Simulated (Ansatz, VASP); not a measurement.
One calculation of TlAgS2, two programs

```
Tl Ag S
1.0
     4.43521    0.00000    0.00000
     0.00000    4.43521    0.00000
     0.00000    0.00000    6.27233
Tl Ag S
1 1 2
Cartesian
  2.2176 2.2176 3.1362
  0.0000 0.0000 0.0000
  2.2176 0.0000 1.5681
  0.0000 2.2176 4.7042
```

Alike in both runs: task relaxation of cell and atoms; functional PBE; k mesh 4 × 4 × 4; occupations gaussian, width 0.1 eV; no spin polarisation.

```csv
,VASP,Ansatz
version,VASP 6.6.1,Ansatz 0.2.0
potentials or method,"VASP PAW PBE potentials, release 64 (Tl_d, Ag, S), cutoff 600 eV","scalar-relativistic, plane waves, PAW"
valence electrons in the cell,36,44
```

VASP gave:

| Item | Value |
| --- | --- |
| gap on the k mesh at the Fermi level, each at its own relaxed structure (eV) | none |
| relaxed volume (Å³/atom) | 26.47 |
| relaxed length of the cell vector where the two differ most in proportion (Å) | 6.003 |

**Question.** Which values does Ansatz return?

**Answer.** gap on the k mesh at the Fermi level, each at its own relaxed structure (eV): none; relaxed volume (Å³/atom): 26.53; relaxed length of the cell vector where the two differ most in proportion (Å): 5.988.

A gap of «none» marks a metal or a gap that the smearing closes. VASP's potentials hold 36 valence electrons a cell and Ansatz's 44, so a difference there can come from the potentials and not from the codes.

Spin-orbit coupling is off throughout.
